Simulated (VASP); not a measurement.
Runs of VASP 6.6.1 on BiB. The structure is that of space group P6_3/mmc (No. 194), or close to it. The cells are those of the table. 

| task | level | cell | k mesh | cutoff (eV) | gap on the mesh (eV) | pressure (GPa) |
| --- | --- | --- | --- | --- | --- | --- |
| single point | PBEsol | a = 3.741, b = 3.741, c = 5.999 Å, angles 90.0, 90.0, 120.0°, 4 atoms | 9 × 9 × 4 | 520 | none | 0.0 |
| single point | r2SCAN+rVV10 | a = 3.751, b = 3.751, c = 6.058 Å, angles 90.0, 90.0, 120.0°, 4 atoms | 12 × 12 × 6 | 520 | none | 0.2 |
| relaxation of cell and atoms | PBEsol | relaxed from a = 3.497, b = 3.497, c = 5.701 Å, angles 90.0, 90.0, 120.0°, 4 atoms | 9 × 9 × 4 | 600 | none | 0.0 |
| single point | r2SCAN+rVV10 | a = 3.751, b = 3.751, c = 6.058 Å, angles 90.0, 90.0, 120.0°, 4 atoms | 12 × 12 × 4 | 520 | none | (a) |

Alike in all rows: potentials or basis VASP PAW PBE potentials, release 64 (B, Bi_d); no spin polarisation; smearing fermi-dirac 0.03 eV.

Task: Fill in the values left out.

Result: (a) 0.3.

Caveats: the PAW data sets were made with another functional, which shifts forces and pressure a little; spin-orbit coupling is left out, which moves the levels of the heavy elements.

A k mesh can miss the band edges, and the runs leave out spin-orbit coupling on Bi.

A gap of «none» marks levels without a gap at the run's occupations.
